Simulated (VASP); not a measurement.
Write the native input for VASP 6.6.1 that does the following.

| Quantity | Value |
| --- | --- |
| Task | single point |
| Functional | r2SCAN |
| Potentials or basis | VASP PAW PBE potentials, release 64 (Li_sv, F) |
| Cutoff | 520 eV |
| k mesh | 10 × 10 × 10 |
| Occupations | gaussian, width 0.01 eV |
| Spin | no spin polarisation |
| Dipole correction | no |
| Further INCAR settings | ALGO = Normal; EDIFF = 1e-06; NBANDS = 12 |

Crystal: LiF.

```
Li F
1.0
     0.00000    1.93503    1.93503
     1.93503    0.00000    1.93503
     1.93503    1.93503    0.00000
Li F
1 1
Cartesian
  0.0000 0.0000 0.0000
  1.9350 1.9350 1.9350
```

This cell differs from its parent crystal: strain -3.0%.

The input as run:

POSCAR

```
LiF
1.0
    0.0000000000      1.9350255882      1.9350255882
    1.9350255882      0.0000000000      1.9350255882
    1.9350255882      1.9350255882      0.0000000000
Li F
1 1
Direct
    0.0000000000      0.0000000000      0.0000000000
    0.5000000000      0.5000000000      0.5000000000
```

INCAR.step1

```
PREC     = Accurate       # precision mode
ENCUT    = 520            # plane-wave cutoff, eV
ISMEAR   = 0              # smearing method
SIGMA    = 0.01           # smearing width, eV
LREAL    = False          # projectors in reciprocal space
LASPH    = True           # aspherical terms in the spheres
NELM     = 100            # most SCF steps
NBANDS   = 12             # bands
GGA      = PE             # functional
ALGO     = Normal         # electronic algorithm
EDIFF    = 1E-4           # SCF threshold, eV
LWAVE    = True           # write WAVECAR
LCHARG   = False          # write CHGCAR
```

INCAR.step2

```
PREC     = Accurate       # precision mode
ENCUT    = 520            # plane-wave cutoff, eV
EDIFF    = 1E-6           # SCF threshold, eV
ISMEAR   = 0              # smearing method
SIGMA    = 0.01           # smearing width, eV
LREAL    = False          # projectors in reciprocal space
LASPH    = True           # aspherical terms in the spheres
NELM     = 100            # most SCF steps
ALGO     = Normal         # electronic algorithm
ISIF     = 2              # what is computed and relaxed
LWAVE    = False          # write WAVECAR
LCHARG   = False          # write CHGCAR
METAGGA  = R2SCAN         # meta-GGA
LMIXTAU  = True         
NBANDS   = 12             # bands
ISTART   = 1
```

KPOINTS

```
regular mesh
0
Gamma
  10 10 10
```

Potentials or basis: VASP PAW PBE potentials, release 64 (Li_sv, F).

The run is started by

```bash
$ cat potpaw_PBE.64/Li_sv/POTCAR potpaw_PBE.64/F/POTCAR > POTCAR
$ cp INCAR.step1 INCAR
$ mpirun -np 1 vasp_std > vasp.out
$ cp INCAR.step2 INCAR
$ mpirun -np 1 vasp_std > vasp.out
```

It gave:

The band gap on the k mesh is 11.49 eV, direct.

Caveat: the cell differs from its parent crystal (strain -3.0%).

Wall time 33 s on 1 thread of Intel Xeon 6975P-C, with other jobs on the host, peak memory 0.13 GiB.
